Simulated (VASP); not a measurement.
GaN, 2 atoms in the cell. It takes space group F-43m (No. 216, cubic). The conventional cell has a = 4.498 Å, b = 4.498 Å, c = 4.498 Å, α = 90.00°, β = 90.00°, γ = 90.00°. Ga (site symmetry -43m) has 4 N at 1.95 Å within 2.6 Å. N (site symmetry -43m) has 4 Ga at 1.95 Å within 2.6 Å. 

```yaml
Program: VASP 6.6.1
Task: single point
Functional: PBEsol
Potentials_or_basis: VASP PAW PBE potentials, release 64 (Ga_d, N)
Cutoff: 520 eV
k_mesh: 18 × 18 × 18
Occupations: fermi-dirac, width 0.1 eV
Spin: no spin polarisation
Dipole_correction: no
Further_INCAR_settings: ALGO = Normal; EDIFF = 1e-06; NBANDS = 16
```

Potentials or basis: VASP PAW PBE potentials, release 64 (Ga_d, N).

The run is started by

```console
$ cat potpaw_PBE.64/Ga_d/POTCAR potpaw_PBE.64/N/POTCAR > POTCAR
$ mpirun -np 1 vasp_std > vasp.out
```

Hardware: 1 thread of Intel(R) Xeon(R) Platinum 8488C (Sapphire Rapids) (shared host).

Problem. Estimate the wall time of this run.

Solution. Wall time 35 s on 1 thread of Intel(R) Xeon(R) Platinum 8488C (Sapphire Rapids), with other jobs on the host, peak memory 0.19 GiB. Counts: scf iterations 13, k points 195.
